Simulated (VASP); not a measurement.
A run of VASP 6.6.1 is set up as follows.

INCAR

```
ALGO = Normal ; EDIFF = 1E-6
ENCUT = 520 ; GGA = PS
ISIF = 2 ; ISMEAR = -1
LASPH = T ; LCHARG = F
LREAL = F ; LWAVE = F
NBANDS = 18 ; NELM = 60
PREC = Accurate ; SIGMA = 0.1
```

KPOINTS

```
k-points
0
Gamma
  11 11 6
```

POSCAR

```
Au
1.0
    2.8154890000      0.0000000000      0.0000000000
   -0.0129551671      2.8201792438      0.0000000000
   -1.1378914302     -1.1854111022      4.9240139729
Au
2
Direct
    0.3271380000      0.3340380000      0.7259450000
    0.6728620000      0.6659620000      0.2740550000
```

Potentials or basis: VASP PAW PBE potentials, release 64 (Au).

Launch:

```bash
$ cat potpaw_PBE.64/Au/POTCAR > POTCAR
$ mpirun -np 1 vasp_std > vasp.out
```

Problem. Predict the largest force.

Solution. 0.123 eV/Å.

Problem. What does it give for the pressure?

Solution. -8.2 GPa.

Problem. What does it give for the band gap on the k mesh?

Solution. Zero (bands 11 and 12 overlap by 4.92 eV).

Forces on the atoms (eV/Å):
```
Au  -0.025 -0.022 -0.119
Au   0.025  0.022  0.119
```

Caveat: the cell stands under tension; the PAW data sets were made with another functional, which shifts forces and pressure a little; spin-orbit coupling is left out, which moves the levels of the heavy elements.
